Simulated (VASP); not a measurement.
A run of VASP 6.6.1:

The input INCAR:

```
PREC     = Accurate       # precision mode
ENCUT    = 520            # plane-wave cutoff, eV
EDIFF    = 1E-6           # SCF threshold, eV
ISMEAR   = -1             # smearing method
SIGMA    = 0.08           # smearing width, eV
LREAL    = False          # projectors in reciprocal space
LASPH    = True           # aspherical terms in the spheres
NELM     = 60             # most SCF steps
ALGO     = Normal         # electronic algorithm
ISIF     = 2              # what is computed and relaxed
LWAVE    = False          # write WAVECAR
LCHARG   = False          # write CHGCAR
GGA      = PE             # functional
NBANDS   = 12             # bands
```

Contents of KPOINTS:

```
Automatic mesh
0
Gamma
  15 15 15
```

Contents of POSCAR:

```
Sb
1.0
   -3.0377833185      3.0377833185      1.5990406269
    3.0377833185     -3.0377833185      1.5990406269
    3.0377833185      3.0377833185     -1.5990406269
Sb
2
Direct
   -0.3750000000     -0.1250000000     -0.2500000000
    0.3750000000      0.1250000000      0.2500000000
```

Potentials or basis: VASP PAW PBE potentials, release 64 (Sb).

Launch:

```sh
$ cat potpaw_PBE.64/Sb/POTCAR > POTCAR
$ mpirun -np 1 vasp_std > vasp.out
```

Hardware: 1 thread of Intel Xeon 8259CL, on a shared host.

Question: How long does it take, and how much memory?

Answer: Run time: 3.8 min on 1 thread of Intel Xeon 8259CL, with other jobs on the host, peak memory 0.33 GiB. Counts: scf iterations 10, k points 288.
